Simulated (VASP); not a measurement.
Input of a VASP 6.6.1 run:

File POSCAR:

```
LaH3
1.0
    0.0000000000      2.7392414167      2.7392414167
    2.7392414167      0.0000000000      2.7392414167
    2.7392414167      2.7392414167      0.0000000000
La H
1 3
Direct
    0.0000000000      0.0000000000      0.0000000000
    0.5000000000      0.5000000000      0.5000000000
    0.7500000000      0.7500000000      0.7500000000
    0.2500000000      0.2500000000      0.2500000000
```

Contents of INCAR.step1:

```
PREC = Accurate ; ENCUT = 520
ISMEAR = 1 ; SIGMA = 0.1
LREAL = False ; LASPH = True
NELM = 60 ; NBANDS = 15
GGA = PE ; ALGO = Normal
EDIFF = 1E-4 ; LWAVE = True
LCHARG = False
```

Contents of INCAR.step2:

```
PREC = Accurate ; ENCUT = 520
EDIFF = 1E-6 ; ISMEAR = 1
SIGMA = 0.1 ; LREAL = False
LASPH = True ; NELM = 60
ALGO = Normal ; ISIF = 2
LWAVE = False ; LCHARG = False
METAGGA = R2SCAN ; LMIXTAU = True
NBANDS = 15 ; ISTART = 1
```

File KPOINTS:

```
Automatic mesh
0
Gamma
  7 7 7
```

Potentials or basis: VASP PAW PBE potentials, release 64 (La, H).

Command:

```console
$ cat potpaw_PBE.64/La/POTCAR potpaw_PBE.64/H/POTCAR > POTCAR
$ cp INCAR.step1 INCAR
$ mpirun -np 1 vasp_std > vasp.out
$ cp INCAR.step2 INCAR
$ mpirun -np 1 vasp_std > vasp.out
```

Question: Predict the band gap on the k mesh.

Answer: 0.10 eV, indirect (least direct gap 0.21 eV).

Question: What does it give for the pressure?

Answer: 4.2 GPa.

Caveat: the PAW data sets were made with another functional, which shifts forces and pressure a little; spin-orbit coupling is left out, which moves the levels of the heavy elements. A k mesh can miss the band edges.
